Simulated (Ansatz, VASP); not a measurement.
**Ni: VASP beside Ansatz**

Contents of POSCAR:

```
Ni
1.0
    2.5400099131      0.0000000000      0.0000000000
   -1.2700049565      2.1997131106      0.0000000000
    0.0000000000      0.0000000000      4.1896645465
Ni
2
Direct
    0.3333333333      0.6666666667      0.2500000000
    0.6666666667      0.3333333333      0.7500000000
```

File INCAR.step1:

```
PREC = Accurate
ENCUT = 520
ISMEAR = -1
SIGMA = 0.1
LREAL = F
LASPH = T
NELM = 60
NBANDS = 17
GGA = PE
ALGO = Normal
EDIFF = 1E-4
LWAVE = T
LCHARG = F
```

File INCAR.step2:

```
PREC = Accurate
ENCUT = 520
EDIFF = 1E-6
ISMEAR = -1
SIGMA = 0.1
LREAL = F
LASPH = T
NELM = 60
ALGO = Normal
ISIF = 2
LWAVE = F
LCHARG = F
METAGGA = R2SCAN
LMIXTAU = T
NBANDS = 17
ISTART = 1
```

File KPOINTS:

```
Automatic mesh
0
Gamma
  17 17 9
```

Input for Ansatz:

```yaml
crystal:
  lattice:
    - [2.5400099131, 0.0, 0.0]
    - [-1.2700049565, 2.1997131106, 0.0]
    - [0.0, 0.0, 4.1896645465]
  atoms:
    - { symbol: Ni, position: [0.3333333333, 0.6666666667, 0.25] }
    - { symbol: Ni, position: [0.6666666667, 0.3333333333, 0.75] }
hamiltonian:
  xc: r2scan
  pseudopotentials:
    kind: paw
    azcp:
      Ni: "pseudopotentials/Ni.paw.azcp"
basis:
  ecutwfc: 500
  fft_grid_basis: typed
kpoints:
  mp_grid: { grid: [17, 17, 9], shift: [0, 0, 0] }
magnetization:
  spin_polarized: false
scf:
  occupations: { method: fermi_dirac, width: 0.1 }
  lower_state_search: "off"
output:
  stress: true
```

Alike in both runs: task single point; functional r2SCAN; k mesh 17 × 17 × 9; occupations fermi-dirac, width 0.1 eV; no spin polarisation.

```csv
,VASP,Ansatz
version,VASP 6.6.1,Ansatz 0.2.0
potentials or method,"VASP PAW PBE potentials, release 64 (Ni), cutoff 520 eV","plane waves (500 eV) with PAW, scalar-relativistic"
valence electrons in the cell,20,36
```

|  | VASP | Ansatz | Ansatz less VASP |
| --- | --- | --- | --- |
| pressure (GPa) | -18.8 | -19.4 | -0.61 |
| traceless stress, the component that is largest in VASP (GPa) | -0.06 | 0.05 | +0.115 |

VASP's potentials were made for PBE, not for r2SCAN. VASP's potentials hold 20 valence electrons a cell and Ansatz's 36, so a difference there can come from the potentials and not from the codes.
